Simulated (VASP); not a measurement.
Crystal: Y3Zr2F.

```
Y Zr F
1.0
     5.56140    0.00000    0.00000
    -2.78070    4.81631    0.00000
     0.00000    0.00000    4.06105
Y Zr F
3 2 1
Direct
  0.00000 0.50000 0.50000
  0.50000 0.00000 0.50000
  0.50000 0.50000 0.50000
  0.33333 0.66667 0.00000
  0.66667 0.33333 0.00000
  0.00000 0.00000 0.00000
```

* Program: VASP 6.6.1
* Task: relaxation of cell and atoms
* Functional: PBE
* Potentials or basis: VASP PAW PBE potentials, release 64 (Y_sv, Zr_sv, F)
* Cutoff: 600 eV
* k mesh: 6 × 6 × 4
* Occupations: gaussian, width 0.1 eV
* Spin: no spin polarisation

At the start: pressure 42.4 GPa; volume 18.13 Å³/atom.

Task: How do energy, volume and symmetry change on relaxing?

Result: Over 4 steps the energy falls by 1192.7 meV/atom and the volume is 30.85 Å³/atom (+70.2 %); space group P6/mmm (No. 191, to 0.05 Å).

Step by step:
| step | energy change (eV) | largest force (eV/Å) | pressure (GPa) | volume (Å³) |
| --- | --- | --- | --- | --- |
| 1 | 0.0000 | 0.0000 | 42.43 | 108.78 |
| 2 | -6.9797 | 0.0000 | -3.03 | 202.77 |
| 3 | -7.1442 | 0.0000 | 0.83 | 180.80 |
| 4 | -7.1561 | 0.0000 | 0.00 | 185.09 |

Final structure:
```xyz
6
Lattice="6.4880 0.0000 0.0000 -3.2440 5.6188 0.0000 0.0000 0.0000 5.0774" Properties=species:S:1:pos:R:3 pbc="T T T"
Y     4.8660    2.8094    2.5387
Y     3.2440    0.0000    2.5387
Y     1.6220    2.8094    2.5387
Zr    0.0000    3.7458    0.0000
Zr    3.2440    1.8729    5.0774
F     6.4880    0.0000    0.0000
```

Caveat: the k points lie up to 0.31 Å⁻¹ apart in the final cell; the volume moved by over 15 % at a fixed basis, so the end points are rough.
